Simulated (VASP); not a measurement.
A run of VASP 6.6.1:

File INCAR:

```
ALGO = Normal ; EDIFF = 1E-8
ENCUT = 520 ; GGA = PE
ISIF = 2 ; ISMEAR = -1
LASPH = T ; LCHARG = F
LEFG = T ; LREAL = F
LWAVE = F ; NBANDS = 27
NELM = 80 ; PREC = Accurate
SIGMA = 0.01
```

File KPOINTS:

```
k-points
0
Gamma
  7 7 7
```

POSCAR

```
InSe
1.0
    1.9999996503      1.1547003365      8.4830034000
   -1.9999996503      1.1547003365      8.4830034000
    0.0000000000     -2.3094006730      8.4830034000
In Se
2 2
Direct
    0.0000000000      0.0000000000      0.0000000000
    0.1122000000      0.1122000000      0.1122000000
    0.6155000000      0.6155000000      0.6155000000
    0.8300000000      0.8300000000      0.8300000000
```

Potentials or basis: VASP PAW PBE potentials, release 64 (In_d, Se).

Launch:

```bash
$ cat potpaw_PBE.64/In_d/POTCAR potpaw_PBE.64/Se/POTCAR > POTCAR
$ mpirun -np 1 vasp_std > vasp.out
```

Hardware: 1 thread of Intel(R) Xeon(R) Platinum 8488C (Sapphire Rapids) (shared host).

**Question.** Estimate the wall time of this run.

**Answer.** It took 9.1 min on 1 thread of Intel(R) Xeon(R) Platinum 8488C (Sapphire Rapids), on a shared host, peak memory 0.71 GiB. Counts: scf iterations 19, k points 44.
